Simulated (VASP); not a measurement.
# Tl2PtS3 (P1) in VASP: single point with PBEsol

Aim: the single point of Tl2PtS3 with PBEsol.

Everything below comes from runs of VASP 6.6.1. Logs are shortened: lines on timing, memory, paths and dates and some standing lists are left out, and cuts for length are marked.

**1. The cell of the first run**

The typed cell holds 6 atoms: a = 3.713 Å, b = 3.713 Å, c = 11.017 Å, α = 89.97°, β = 90.03°, γ = 120.02°.

**2. Single point, PBEsol**

Contents of INCAR:

```
SYSTEM = Tl2PtS3
ALGO = Normal ; EDIFF = 1E-7
ENCUT = 520 ; GGA = PS
ISIF = 2 ; ISMEAR = -1
LASPH = .True. ; LCHARG = .True.
LELF = .True. ; LREAL = .False.
LVHAR = .True. ; LWAVE = .False.
NBANDS = 36 ; NELM = 80
PREC = Accurate ; SIGMA = 0.05
```

Contents of KPOINTS:

```
k-points
0
Gamma
  6 6 2
  0 0 0
```

Contents of POSCAR:

```
Tl2PtS3
1.0
    3.7125510662     -0.0006161400     -0.0009621489
   -1.8568293734      3.2148861531      0.0010876187
   -0.0028697930      0.0019482113     11.0169231092
Tl Pt S
2 1 3
Direct
    0.3286562706      0.6628106772      0.6740215877
    0.6619310180      0.3297869237      0.3416164026
   -0.0043330594     -0.0027772866      0.0079919223
    0.3290641401      0.6637193682      0.1116360076
    0.6622470593      0.3306229584      0.9043473668
   -0.0046657081     -0.0036895750      0.5077933956
```

Potentials or basis: VASP PAW PBE potentials, release 64 (Tl_d, Pt, S).

On the command line:

```console
cat potpaw_PBE.64/Tl_d/POTCAR potpaw_PBE.64/Pt/POTCAR potpaw_PBE.64/S/POTCAR > POTCAR
mpirun -np 1 vasp_std > vasp.out
```

OUTCAR:

```text
SYSTEM = Tl2PtS3
   EDIFF = 1E-7
   ENCUT = 520
   GGA = PS
   ISIF = 2
   ISMEAR = -1
   LASPH = .True.
   LREAL = .False.
   NELM = 80
   PREC = Accurate

 ion  position               nearest neighbor table
   1  0.329  0.663  0.674-   6 2.82   6 2.82   6 2.82   5 3.32   5 3.32   5 3.32
   2  0.662  0.330  0.342-   6 2.82   6 2.82   6 2.82   4 3.32   4 3.32   4 3.32
   3  0.996  0.997  0.008-   4 2.43   5 2.43   4 2.43   5 2.43   5 2.43   4 2.43
   4  0.329  0.664  0.112-   3 2.43   3 2.43   3 2.43   2 3.32   2 3.32   2 3.32
   5  0.662  0.331  0.904-   3 2.43   3 2.43   3 2.43   1 3.32   1 3.32   1 3.32
   6  0.995  0.996  0.508-   2 2.82   2 2.82   2 2.82   1 2.82   1 2.82   1 2.82

  LATTYP: Found a triclinic cell.
 ALAT       =     3.7125512420
 B/A-ratio  =     0.9997169312
 C/A-ratio  =     3.4351188480
 COS(alpha) =     0.0000432272
 COS(beta)  =     0.4363024540
 COS(gamma) =     0.4998485681

  Lattice vectors:

 A1 = (   3.7125510662,  -0.0006161400,  -0.0009621489)
 A2 = (   1.8557216928,   3.2142700131,   0.0001254698)
 A3 = (   5.5665106466,  -3.2135540818,  11.0148733416)

Analysis of symmetry for initial positions (statically):
=====================================================================
 Subroutine PRICEL returns:
 Original cell was already a primitive cell.

 Routine SETGRP: Setting up the symmetry group for a
 triclinic supercell.

 Subroutine GETGRP returns: Found  1 space group operations
 (whereof  1 operations were pure point group operations)
 out of a pool of  2 trial point group operations.

The static configuration has the point symmetry C_1 .

Analysis of symmetry for dynamics (positions and initial velocities):
=====================================================================
 Subroutine PRICEL returns:
 Original cell was already a primitive cell.

 Routine SETGRP: Setting up the symmetry group for a
 triclinic supercell.

 Subroutine GETGRP returns: Found  1 space group operations
 (whereof  1 operations were pure point group operations)
 out of a pool of  2 trial point group operations.

The dynamic configuration has the point symmetry C_1 .

 Subroutine INISYM returns: Found  1 space group operations
 (whereof  1 operations are pure point group operations),
 and found     1 'primitive' translations

----------------------------------------------------------------------------------------

                                     Primitive cell

  volume of cell :     131.4791

  direct lattice vectors                    reciprocal lattice vectors
     3.712551066 -0.000616140 -0.000962149     0.269382397  0.155587812  0.000042657
    -1.856829373  3.214886153  0.001087619     0.000051613  0.311082835 -0.000054998
    -0.002869793  0.001948211 11.016923109     0.000023521 -0.000017123  0.090769454

  length of vectors
     3.712551242  3.712587976 11.016923655     0.311085912  0.311082844  0.090769459

  position of ions in fractional coordinates (direct lattice)
     0.328656271  0.662810677  0.674021588
     0.661931018  0.329786924  0.341616403
     0.995666941  0.997222713  0.007991922
     0.329064140  0.663719368  0.111636008
     0.662247059  0.330622958  0.904347367
     0.995334292  0.996310425  0.507793396

  ion indices of the primitive-cell ions
   primitive index   ion index
                 1           1
                 2           2
                 3           3
                 4           4
                 5           5
                 6           6

----------------------------------------------------------------------------------------

 KPOINTS: k-points

Automatic generation of k-mesh.
 Grid dimensions read from file:
 generate k-points for:    6    6    2

 Generating k-lattice:

  Cartesian coordinates                     Fractional coordinates (reciprocal lattice)
     0.044897066  0.025931302  0.000007110     0.166666667 -0.000000000 -0.000000000
     0.000008602  0.051847139 -0.000009166    -0.000000000  0.166666667  0.000000000
     0.000011761 -0.000008561  0.045384727     0.000000000  0.000000000  0.500000000

  Length of vectors
     0.051847652  0.051847141  0.045384730

  Shift w.r.t. Gamma in fractional coordinates (k-lattice)
     0.000000000  0.000000000  0.000000000

 -----------------------------------------------------------------------------
|                                                                             |
|           W    W    AA    RRRRR   N    N  II  N    N   GGGG   !!!           |
|           W    W   A  A   R    R  NN   N  II  NN   N  G    G  !!!           |
|           W    W  A    A  R    R  N N  N  II  N N  N  G       !!!           |
|           W WW W  AAAAAA  RRRRR   N  N N  II  N  N N  G  GGG   !            |
|           WW  WW  A    A  R   R   N   NN  II  N   NN  G    G                |
|           W    W  A    A  R    R  N    N  II  N    N   GGGG   !!!           |
|                                                                             |
|     Your reciprocal lattice and k-lattice belong to different lattice       |
|     classes:                                                                |
|                                                                             |
|        The reciprocal lattice is base-centered monoclinic,                  |
|        whereas your k-lattice is triclinic.                                 |
|                                                                             |
|     Results are often still useful ...                                      |
|                                                                             |
 -----------------------------------------------------------------------------

 Subroutine IBZKPT returns following result:
 ===========================================

 Found     40 irreducible k-points:

 Following reciprocal coordinates:
            Coordinates               Weight
  0.000000  0.000000  0.000000      1.000000
  0.166667  0.000000  0.000000      2.000000
 -0.000000  0.166667  0.000000      2.000000
  0.333333  0.000000  0.000000      2.000000
  0.000000  0.333333  0.000000      2.000000
  0.500000  0.000000 -0.000000      1.000000
[... 16 lines left out ...]
 -0.000000  0.166667  0.500000      2.000000
  0.333333  0.000000  0.500000      2.000000
 [... further k-points ...]
   k-points           NKPTS =     40   k-points in BZ     NKDIM =     40   number of bands    NBANDS=     36
   number of dos      NEDOS =    301   number of ions     NIONS =      6
   total plane-waves  NPLWV =  65856
   dimension x,y,z NGX =    28 NGY =   28 NGZ =   84
   dimension x,y,z NGXF=    56 NGYF=   56 NGZF=  168
   ions per type =               2   1   3
   NGX,Y,Z   is equivalent  to a cutoff of  12.54, 12.54, 12.68 a.u.
   NGXF,Y,Z  is equivalent  to a cutoff of  25.08, 25.08, 25.35 a.u.
 SYSTEM =  Tl2PtS3
   PREC   = accura    normal or accurate (medium, high low for compatibility)
   ISTART =      0    job   : 0-new  1-cont  2-samecut
   ICHARG =      2    charge: 1-file 2-atom 10-const
   ISPIN  =      1    spin polarized calculation?
   LNONCOLLINEAR =      F non collinear calculations
   LSORBIT =      F    spin-orbit coupling
   LASPH  =      T    aspherical Exc in radial PAW
   ENCUT  =  520.0 eV  38.22 Ry    6.18 a.u.   6.90  6.90 20.48*2*pi/ulx,y,z
   NELM   =     80;   NELMIN=  2; NELMDL= -5     # of ELM steps
   EDIFF  = 0.1E-06   stopping-criterion for ELM
   LREAL  =      F    real-space projection
   EDIFFG = 0.1E-05   stopping-criterion for IOM
   NSW    =      0    number of steps for IOM
   IBRION =     -1    ionic relax: 0-MD 1-quasi-New 2-CG
   NFREE  =      0    steps in history (QN), initial steepest desc. (CG)
   ISIF   =      2    stress and relaxation
   ISYM   =      2    0-nonsym 1-usesym 2-fastsym
   POTIM  = 0.5000    time-step for ionic-motion
   TEBEG  =    0.0;   TEEND  =   0.0 temperature during run
   PSTRESS=    0.0 pullay stress
   NELECT =      54.0000    total number of electrons
   NUPDOWN=      -1.0000    fix difference up-down
   EMIN   =  10.00;   EMAX   =-10.00  energy-range for DOS
   EFERMI =   0.00;   METHOD = LEGACY
   ISMEAR =    -1;   SIGMA  =   0.05  broadening in eV -4-tet -1-fermi 0-gaus
   EFERMI_NEDOS =   21; number of points for ismear=-14 and -15
   IALGO  =     38    algorithm
   IMIX   =      4    mixing-type and parameters
     AMIX     =   0.40;   BMIX     =  1.00
     AMIX_MAG =   1.60;   BMIX_MAG =  1.00
  volume/ion in A,a.u.               =      21.91       147.88
  Fermi-wavevector in a.u.,A,eV,Ry     =   1.216897  2.299602 20.148032  1.480839
  Thomas-Fermi vector in A             =   2.352236
   LORBIT       =      0    0 simple, 1 ext, 2 COOP (PROOUT), +10 PAW based schemes
   GGA     = PS    functional components
   LHFCALC =     F    Hartree Fock is set to
   AEXX    =    0.0000 exact exchange contribution
   IVDW    =     0    specifies the selected vdW correction
   LEPSILON=     F    determine dielectric tensor
   LRPA    =     F    only Hartree local field effects (RPA)
 non-spin polarized calculation
  energy-cutoff  :      520.00
  volume of cell :      131.48
 maximum number of plane-waves:      3558
   NGX = 13   NGY = 13   NGZ = 41

 number of electron      54.0000001 magnetization

 Free energy of the ion-electron system (eV)
  ---------------------------------------------------
  ext. energy  EPLUGINS =         0.00000000
  ---------------------------------------------------
  free energy    TOTEN  =       -27.23352031 eV

  energy without entropy =      -27.22400157  energy(sigma->0) =      -27.22876094

 E-fermi :   6.3172     XC(G=0): -10.4829

 val. band max:        6.2417210047   @ k =  -0.0000   0.1667   0.5000
 cond. band min:       6.5619798166   @ k =   0.3333   0.3333   0.0000
 fundamental gap:      0.3202588120
 Fermi energy:         6.3172251597

 k-point     1 :       0.0000    0.0000    0.0000
  band No.  band energies     occupation
      1      -9.0492      2.00000
      2      -6.9314      2.00000
      3      -6.7867      2.00000
      4      -4.6883      2.00000
      5      -4.6877      2.00000
      6      -4.6554      2.00000
[... 28 lines left out ...]
     35      12.6422      0.00000
     36      12.6585      0.00000

 k-point     2 :       0.1667    0.0000    0.0000
  band No.  band energies     occupation
      1      -8.7491      2.00000
      2      -6.8712      2.00000
      3      -6.7905      2.00000
      4      -4.6978      2.00000
      5      -4.6866      2.00000
      6      -4.6232      2.00000
[... 28 lines left out ...]
     35      12.3120      0.00000
     36      13.1291      0.00000

 k-point     3 :      -0.0000    0.1667    0.0000
  band No.  band energies     occupation
      1      -8.7492      2.00000
      2      -6.8712      2.00000
      3      -6.7905      2.00000
      4      -4.6978      2.00000
      5      -4.6866      2.00000
      6      -4.6232      2.00000
[... 28 lines left out ...]
     35      12.3122      0.00000
     36      13.1292      0.00000

 k-point     4 :       0.3333    0.0000    0.0000
  band No.  band energies     occupation
      1      -8.0125      2.00000
      2      -7.0669      2.00000
      3      -6.5281      2.00000
      4      -4.7822      2.00000
      5      -4.7187      2.00000
      6      -4.6172      2.00000
[... 28 lines left out ...]
     35      12.2860      0.00000
     36      12.8300      0.00000

 k-point     5 :       0.0000    0.3333    0.0000
  band No.  band energies     occupation
      1      -8.0125      2.00000
      2      -7.0670      2.00000
      3      -6.5281      2.00000
      4      -4.7823      2.00000
      5      -4.7187      2.00000
      6      -4.6172      2.00000
[... 655 lines left out ...]
 k-point    22 :       0.1667    0.0000    0.5000
  band No.  band energies     occupation
      1      -8.7478      2.00000
      2      -6.9368      2.00000
      3      -6.7237      2.00000
      4      -4.6980      2.00000
      5      -4.6847      2.00000
      6      -4.6233      2.00000
[... 28 lines left out ...]
     35      12.4285      0.00000
     36      12.4751      0.00000

 k-point    23 :      -0.0000    0.1667    0.5000
  band No.  band energies     occupation
      1      -8.7478      2.00000
      2      -6.9368      2.00000
      3      -6.7237      2.00000
      4      -4.6980      2.00000
      5      -4.6848      2.00000
      6      -4.6233      2.00000
[... 28 lines left out ...]
     35      12.4289      0.00000
     36      12.4754      0.00000

 k-point    24 :       0.3333    0.0000    0.5000
  band No.  band energies     occupation
      1      -8.0126      2.00000
      2      -7.0640      2.00000
      3      -6.5325      2.00000
      4      -4.7828      2.00000
      5      -4.7186      2.00000
      6      -4.6199      2.00000
[... 28 lines left out ...]
     35      11.9507      0.00000
     36      13.1735      0.00000

 [... further k-points ...]

------------------------ aborting loop because EDIFF is reached ----------------------------------------

  FORCE on cell =-STRESS in cart. coord.  units (eV):
  Direction    XX          YY          ZZ          XY          YZ          ZX
  --------------------------------------------------------------------------------------
  -------------------------------------------------------------------------------------
  Total       -0.1453595     -0.1410448     -0.0518510      0.0048452     -0.0022451      0.0033446
  in kB       -1.7713216     -1.7187433     -0.6318460      0.0590420     -0.0273578      0.0407571
  external PRESSURE =      -1.3739703 kB  Pullay stress =       0.0000000 kB

 VOLUME and BASIS-vectors are now :
 -----------------------------------------------------------------------------
  energy-cutoff  :      520.00
  volume of cell :      131.48
      direct lattice vectors                 reciprocal lattice vectors
     3.712551066 -0.000616140 -0.000962149     0.269382397  0.155587812  0.000042657
    -1.856829373  3.214886153  0.001087619     0.000051613  0.311082835 -0.000054998
    -0.002869793  0.001948211 11.016923109     0.000023521 -0.000017123  0.090769454

 POSITION                                       TOTAL-FORCE (eV/Angst)
 -----------------------------------------------------------------------------------
     -0.01251      2.13197      7.42605         0.000208      0.000706      0.003884
      1.84411      1.06049      3.76328        -0.000025      0.000265     -0.002650
      1.84477      3.20536      0.08817         0.000561     -0.001200     -0.000430
     -0.01107      2.13380      1.23029        -0.000655      0.000216     -0.021054
      1.84212      1.06427      9.96285         0.000200     -0.000452      0.020310
      1.84379      3.20340      5.59445        -0.000289      0.000466     -0.000061
 -----------------------------------------------------------------------------------
    total drift:                               -0.000012      0.000005     -0.000076

  FREE ENERGIE OF THE ION-ELECTRON SYSTEM (eV)
  ---------------------------------------------------
  free  energy   TOTEN  =       -27.2335203141 eV

  energy  without entropy=      -27.2240015655  energy(sigma->0) =      -27.22876094
```

Run time: 2.2 min. Hardware: 1 thread of Intel Xeon 6975P-C (Granite Rapids), shared host; peak memory 0.33 GiB.

What came out:

- Free energy: -27.2335 eV
- Pressure: -0.1 GPa
- Largest force: 0.021 eV/Å
- Band gap on the k mesh: zero (bands 27 and 28 overlap by 0.75 eV)

Forces in eV/Å, atoms in the order of the input:
```
Tl   0.000  0.001  0.004
Tl   0.000  0.000 -0.003
Pt   0.001 -0.001  0.000
S   -0.001  0.000 -0.021
S    0.000  0.000  0.020
S    0.000  0.000  0.000
```

Stress tensor (GPa, compression positive):
```
-0.18  0.01  0.00
 0.01 -0.17  0.00
 0.00  0.00 -0.06
```

Caveat: the PAW data sets were made with another functional, which shifts forces and pressure a little; spin-orbit coupling is left out, which moves the levels of the heavy elements.
